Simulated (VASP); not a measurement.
A run of VASP 6.6.1:

The input INCAR:

```
ALGO = Normal
EDIFF = 1E-7
ENCUT = 520
GGA = PE
ISIF = 2
ISMEAR = 0
LASPH = T
LCHARG = F
LREAL = Auto
LWAVE = F
NBANDS = 43
NELM = 100
PREC = Accurate
SIGMA = 0.05
```

The input KPOINTS:

```
k-points
0
Gamma
  6 6 6
```

POSCAR

```
C
1.0
    3.5715485858      0.0000000000     -3.5715485858
    0.0000000000      3.5715485858     -3.5715485858
    3.5715485858      3.5715485858      0.0000000000
C
15
Direct
    0.2500000000      0.2500000000      0.2500000000
    0.2500000000      0.7500000000      0.7500000000
    0.2500000000      0.7500000000      0.2500000000
    0.7500000000      0.2500000000      0.7500000000
    0.7500000000      0.2500000000      0.2500000000
    0.7500000000      0.7500000000      0.7500000000
    0.7500000000      0.7500000000      0.2500000000
    0.1250000000      0.1250000000      0.1250000000
    0.1250000000      0.1250000000      0.6250000000
    0.1250000000      0.6250000000      0.1250000000
    0.0118470477      0.4843750000      0.7518889761
    0.6250000000      0.1250000000      0.1250000000
    0.6250000000      0.1250000000      0.6250000000
    0.6250000000      0.6250000000      0.1250000000
    0.6250000000      0.6250000000      0.6250000000
```

Potentials or basis: VASP PAW PBE potentials, release 64 (C).

Run with:

```sh
$ cat potpaw_PBE.64/C/POTCAR > POTCAR
$ mpirun -np 1 vasp_std > vasp.out
```

Hardware: 1 thread of AMD EPYC 7R43 64-Core Processor (Zen 3), on a shared host.

Problem. How long does it take, and how much memory?

Solution. It took 8.9 min on 1 thread of AMD EPYC 7R43 64-Core Processor (Zen 3), on a shared host, peak memory 0.28 GiB. Counts: scf iterations 16, k points 68.
